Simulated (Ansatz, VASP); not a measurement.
# Two plane-wave programs on AlN

Contents of INCAR:

```
PREC = Accurate
ENCUT = 520
EDIFF = 1E-6
ISMEAR = 0
SIGMA = 0.05
LREAL = F
LASPH = T
NELM = 80
ALGO = Normal
ISIF = 2
LWAVE = F
LCHARG = F
GGA = PE
NBANDS = 26
```

File KPOINTS:

```
Automatic mesh
0
Gamma
  8 6 4
```

Contents of POSCAR:

```
AlN
1.0
   -3.3134793387      0.0000000000      0.0000000000
    0.0000000000      0.0000000000     -4.1875902400
    0.0000000000     -5.7391145645      0.0000000000
Al N
4 4
Direct
    0.5222123009      0.2346278035      0.1666666667
   -0.0222123009      0.2346278035      0.6666666667
    0.0222123009      0.7346278035      0.3333333333
    0.4777876991      0.7346278035      0.8333333333
    0.5214016404      0.7796113022      0.1666666667
   -0.0214016404      0.7796113022      0.6666666667
    0.0214016404      0.2796113022      0.3333333333
    0.4785983596      0.2796113022      0.8333333333
```

Input for Ansatz:

```yaml
crystal:
  lattice:
    - [-3.3134793387, 0.0, 0.0]
    - [0.0, 0.0, -4.18759024]
    - [0.0, -5.7391145645, 0.0]
  atoms:
    - { symbol: Al, position: [0.5222123009, 0.2346278035, 0.1666666667] }
    - { symbol: Al, position: [-0.0222123009, 0.2346278035, 0.6666666667] }
    - { symbol: Al, position: [0.0222123009, 0.7346278035, 0.3333333333] }
    - { symbol: Al, position: [0.4777876991, 0.7346278035, 0.8333333333] }
    - { symbol: "N", position: [0.5214016404, 0.7796113022, 0.1666666667] }
    - { symbol: "N", position: [-0.0214016404, 0.7796113022, 0.6666666667] }
    - { symbol: "N", position: [0.0214016404, 0.2796113022, 0.3333333333] }
    - { symbol: "N", position: [0.4785983596, 0.2796113022, 0.8333333333] }
basis:
  ecutwfc: 520.0
kpoints:
  mp_grid: { grid: [8, 6, 4] }
hamiltonian:
  xc: pbe
  pseudopotentials: { kind: paw, azcp: { folder: soft_1 } }
scf:
  occupations: { method: gaussian, width: 0.05 }
output:
  forces: true
  stress: true
  eigenvalues: true
```

Change from the starting cell: mode 4 frozen in at -0.074 Å and mode 5 at -0.124 Å (largest displacements).

Alike in both runs: task single point; functional PBE; k mesh 8 × 6 × 4; occupations gaussian, width 0.05 eV; no spin polarisation.

|  | VASP | Ansatz |
| --- | --- | --- |
| version | VASP 6.6.1 | Ansatz 0.2.0 |
| potentials or method | VASP PAW PBE potentials, release 64 (Al, N), cutoff 520 eV | scalar-relativistic, plane waves, PAW |
| valence electrons in the cell | 32 | 32 |

Ansatz gave:

- gap on the k mesh at the Fermi level (eV): 3.39
- least direct gap on the mesh (eV): 3.39
- pressure (GPa): 2.9
- traceless stress, the component that is largest in VASP (GPa): 10.27
- rms of the force components (eV/Å): 0.362

Question: What did VASP give for the same quantities?

Answer: gap on the k mesh at the Fermi level (eV): 3.40; least direct gap on the mesh (eV): 3.40; pressure (GPa): 2.7; traceless stress, the component that is largest in VASP (GPa): 10.42; rms of the force components (eV/Å): 0.363.

Atom by atom the forces differ by 0.002 eV/Å (rms over components). With one functional, cell and mesh, what is left measures potentials, basis and numerics.
